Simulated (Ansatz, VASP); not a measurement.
One calculation of Cd2HgTe3, two programs

```
Cd Hg Te
1.0
    -2.34617    2.34617    9.93337
     2.34617   -2.34617    9.93337
     2.34617    2.34617   -9.93337
Cd Hg Te
2 1 3
Direct
  0.66686 0.66686 0.00000
  0.33314 0.33314 0.00000
  0.00000 0.00000 0.00000
  0.58395 0.08395 0.50000
  0.25000 0.75000 0.50000
  0.91605 0.41605 0.50000
```

Alike in both runs: functional PBE; k mesh 12 × 12 × 12; occupations gaussian, width 0.1 eV; no spin polarisation.

Ansatz relaxed the structure, and its values are those at the end. VASP's run is a single point on that final structure, the one shown.

|  | VASP | Ansatz |
| --- | --- | --- |
| version | VASP 6.6.1 | Ansatz 0.2.0 |
| potentials or method | VASP PAW PBE potentials, release 64 (Cd, Hg, Te), cutoff 520 eV | scalar-relativistic, plane waves, PAW |
| valence electrons in the cell | 54 | 108 |

|  | VASP | Ansatz | Ansatz less VASP |
| --- | --- | --- | --- |
| pressure (GPa) | 0.1 | 0.0 | -0.08 |

VASP's potentials hold 54 valence electrons a cell and Ansatz's 108, so a difference there can come from the potentials and not from the codes.

Spin-orbit coupling is off throughout.
